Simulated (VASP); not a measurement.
A run of VASP 6.6.1 is set up as follows.

The input INCAR:

```
SYSTEM = Ga
PREC = Accurate
ENCUT = 520
EDIFF = 1E-6
ISMEAR = -1
SIGMA = 0.03
LREAL = .FALSE.
LASPH = .TRUE.
NELM = 100
ALGO = Normal
ISIF = 2
LWAVE = .FALSE.
LCHARG = .FALSE.
GGA = PS
NBANDS = 20
```

File KPOINTS:

```
Automatic mesh
0
G
  14 14 11
  0 0 0
```

The input POSCAR:

```
Ga
1.0
    1.4011994555     -4.0794863395      0.0000000000
    1.4011994555      4.0794863395      0.0000000000
   -0.1189955720      0.0000000000      3.3737498936
Ga
2
Direct
    0.8690000000      0.1310000000      0.2500000000
    0.1310000000      0.8690000000      0.7500000000
```

Potentials or basis: VASP PAW PBE potentials, release 64 (Ga_d).

The run is started by

```bash
$ cat potpaw_PBE.64/Ga_d/POTCAR > POTCAR
$ mpirun -np 1 vasp_std > vasp.out
```

What does it give for the pressure?

-3.7 GPa.

What does it give for the band gap on the k mesh?

Zero (band 13 reaches 9.04 eV, above the bottom of band 14 at 1.30 eV).

Forces on the atoms (eV/Å):
```
Ga   0.000  0.163  0.000
Ga   0.000 -0.163  0.000
```

Caveat: the PAW data sets were made with another functional, which shifts forces and pressure a little.
